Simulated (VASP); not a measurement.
# Ru (Pm-3m) in VASP: further runs, part 2 of 2

VASP 6.6.1. The steps go on from the part before.

### 4 Single point, revPBE (16.69 Å³/atom)

This run uses another cell than the first one, of 16.69 Å³/atom.

Contents of INCAR:

```
PREC     = Accurate       # precision mode
ENCUT    = 520            # plane-wave cutoff, eV
EDIFF    = 1E-7           # SCF threshold, eV
ISMEAR   = -1             # smearing method
SIGMA    = 0.1            # smearing width, eV
LREAL    = False          # projectors in reciprocal space
LASPH    = True           # aspherical terms in the spheres
NELM     = 60             # most SCF steps
ALGO     = Normal         # electronic algorithm
ISIF     = 2              # what is computed and relaxed
LWAVE    = False          # write WAVECAR
LCHARG   = True           # write CHGCAR
GGA      = RE             # functional
LELF     = True           # ELF
LVHAR    = True         
NBANDS   = 13             # bands
```

Contents of KPOINTS:

```
regular mesh
0
Gamma
  14 14 14
```

Contents of POSCAR:

```
Ru
1.0
    2.5556125247      0.0000000000      0.0000000000
    0.0000000000      2.5556125247      0.0000000000
    0.0000000000      0.0000000000      2.5556125247
Ru
1
Direct
    0.0000000000      0.0000000000      0.0000000000
```

Potentials or basis: VASP PAW PBE potentials, release 64 (Ru_pv).

The run is started by

```bash
$ cat potpaw_PBE.64/Ru_pv/POTCAR > POTCAR
$ mpirun -np 1 vasp_std > vasp.out
```

OUTCAR:

```text
PREC = Accurate
   ENCUT = 520
   EDIFF = 1E-7
   ISMEAR = -1
   LREAL = False
   LASPH = True
   NELM = 60
   ISIF = 2
   GGA = RE

 ion  position               nearest neighbor table
   1  0.000  0.000  0.000-

  LATTYP: Found a simple cubic cell.
 ALAT       =     2.5556125247

  Lattice vectors:

 A1 = (   2.5556125247,   0.0000000000,   0.0000000000)
 A2 = (   0.0000000000,   2.5556125247,   0.0000000000)
 A3 = (   0.0000000000,   0.0000000000,   2.5556125247)

Analysis of symmetry for initial positions (statically):
=====================================================================
 Subroutine PRICEL returns:
 Original cell was already a primitive cell.

 Routine SETGRP: Setting up the symmetry group for a
 simple cubic supercell.

 Subroutine GETGRP returns: Found 48 space group operations
 (whereof 48 operations were pure point group operations)
 out of a pool of 48 trial point group operations.

The static configuration has the point symmetry O_h .

[... 166 lines left out ...]
  band No.  band energies     occupation
      1     -32.6449      2.00000
      2     -32.6449      2.00000
      3     -32.6449      2.00000
      4       2.9363      2.00000
      5       4.7919      2.00000
      6       4.7919      2.00000
      7      11.2002      0.00000
      8      11.2002      0.00000
      9      11.2002      0.00000
     10      20.8169      0.00000
     11      25.9978      0.00000
     12      25.9978      0.00000
     13      25.9978      0.00000
[... 354 lines left out ...]
  band No.  band energies     occupation
      1     -33.3293      2.00000
      2     -32.9238      2.00000
      3     -32.5524      2.00000
      4       5.4978      2.00000
      5       6.1625      2.00000
      6       7.5973      2.00000
      7       9.3640      1.94274
      8      10.4461      0.00135
      9      10.4828      0.00094
     10      18.7538      0.00000
     11      20.8172      0.00000
     12      24.7936      0.00000
     13      28.3528      0.00000

 [... further k-points ...]

------------------------ aborting loop because EDIFF is reached ----------------------------------------

  FORCE on cell =-STRESS in cart. coord.  units (eV):
  Direction    XX          YY          ZZ          XY          YZ          ZX
  --------------------------------------------------------------------------------------
  -------------------------------------------------------------------------------------
  Total       -0.7618223     -0.7618223     -0.7618223      0.0000000     -0.0000000      0.0000000
  in kB      -73.1272480    -73.1272480    -73.1272480      0.0000000     -0.0000000      0.0000000
  external PRESSURE =     -73.1272480 kB  Pullay stress =       0.0000000 kB

 VOLUME and BASIS-vectors are now :
 -----------------------------------------------------------------------------
  energy-cutoff  :      520.00
  volume of cell :       16.69
      direct lattice vectors                 reciprocal lattice vectors
     2.555612525  0.000000000  0.000000000     0.391295625  0.000000000  0.000000000
     0.000000000  2.555612525  0.000000000     0.000000000  0.391295625  0.000000000
     0.000000000  0.000000000  2.555612525     0.000000000  0.000000000  0.391295625

 POSITION                                       TOTAL-FORCE (eV/Angst)
 -----------------------------------------------------------------------------------
      0.00000      0.00000      0.00000         0.000000      0.000000      0.000000
 -----------------------------------------------------------------------------------
    total drift:                                0.000000      0.000000      0.000000

  FREE ENERGIE OF THE ION-ELECTRON SYSTEM (eV)
  ---------------------------------------------------
  free  energy   TOTEN  =        -7.6207886233 eV

  energy  without entropy=       -7.5637665637  energy(sigma->0) =       -7.59227759
```

OSZICAR:

```text
N       E                     dE             d eps       ncg     rms          rms(c)
DAV:   1     0.107929341751E+03    0.10793E+03   -0.84443E+03  3120   0.111E+03
DAV:   2    -0.672537584786E+01   -0.11465E+03   -0.10950E+03  3380   0.314E+02
DAV:   3    -0.798467672634E+01   -0.12593E+01   -0.12547E+01  3565   0.370E+01
DAV:   4    -0.798884962553E+01   -0.41729E-02   -0.41728E-02  3380   0.230E+00
DAV:   5    -0.798888138717E+01   -0.31762E-04   -0.31762E-04  3575   0.184E-01    0.840E+00
DAV:   6    -0.763331392499E+01    0.35557E+00   -0.72958E-01  3205   0.102E+01    0.257E+00
DAV:   7    -0.762176053911E+01    0.11553E-01   -0.25393E-02  3360   0.171E+00    0.104E+00
DAV:   8    -0.762093304025E+01    0.82750E-03   -0.29502E-03  3245   0.647E-01    0.148E-01
DAV:   9    -0.762079303541E+01    0.14000E-03   -0.70573E-05  3320   0.108E-01    0.191E-02
DAV:  10    -0.762078847730E+01    0.45581E-05   -0.52040E-06  3450   0.285E-02    0.196E-03
DAV:  11    -0.762078866998E+01   -0.19268E-06   -0.20443E-07  2653   0.579E-03    0.707E-04
DAV:  12    -0.762078862332E+01    0.46657E-07   -0.18160E-08  1605   0.170E-03
   1 F= -.76207886E+01 E0= -.75922776E+01  d E =-.570221E-01
```

Run time: 24 s. Hardware: 1 thread of Intel Xeon 8259CL, shared host; peak memory 0.14 GiB.

Results:

```yaml
Free_energy: -7.6208 eV
Pressure: -7.3 GPa
Band_gap_on_the_k_mesh: zero (bands 7 and 8 overlap by 4.09 eV)
```

Levels at points of the mesh, in eV from the Fermi level:
```
           k point  band 4  band 5  band 6  band 7  band 8  band 9  band 10  band 11
(0.00, 0.00, 0.00)   -6.78   -4.92   -4.92    1.48    1.48    1.48    11.10    16.28
(0.50, 0.00, 0.00)   -4.23   -4.17   -0.89   -0.89   -0.12    1.71     6.87    11.10
(0.50, 0.50, 0.00)   -5.56   -3.34   -0.43   -0.43    3.23    5.53     5.53    11.10
(0.50, 0.50, 0.50)   -4.31   -4.31   -4.31    3.39    3.39    9.32    11.10    12.10
```

Caveat: the cell stands under tension; an empty level that is flat over the whole mesh can mark a ghost state of the potentials, or a narrow d or f band; the PAW data sets were made with another functional, which shifts forces and pressure a little.

### 5 The runs side by side

| cell | gap on the mesh (eV) | pressure (GPa) |
| --- | --- | --- |
| a = 2.488 Å, 1 atom | none | 9.7 |
| a = 2.522 Å, 1 atom | none | 0.2 |
| a = 2.556 Å, 1 atom | none | -7.3 |

Alike in all rows: task single point; level revPBE; potentials or basis VASP PAW PBE potentials, release 64 (Ru_pv); no spin polarisation; k mesh 14 × 14 × 14; cutoff (eV) 520; smearing fermi-dirac 0.1 eV.

Caveats: an empty level that is flat over the whole mesh can mark a ghost state of the potentials, or a narrow d or f band; the PAW data sets were made with another functional, which shifts forces and pressure a little; the cell stands under pressure (at least some runs); the cell stands under tension (at least some runs).

Total energies depend on the potentials used, so only differences within one code and one set of settings carry meaning.
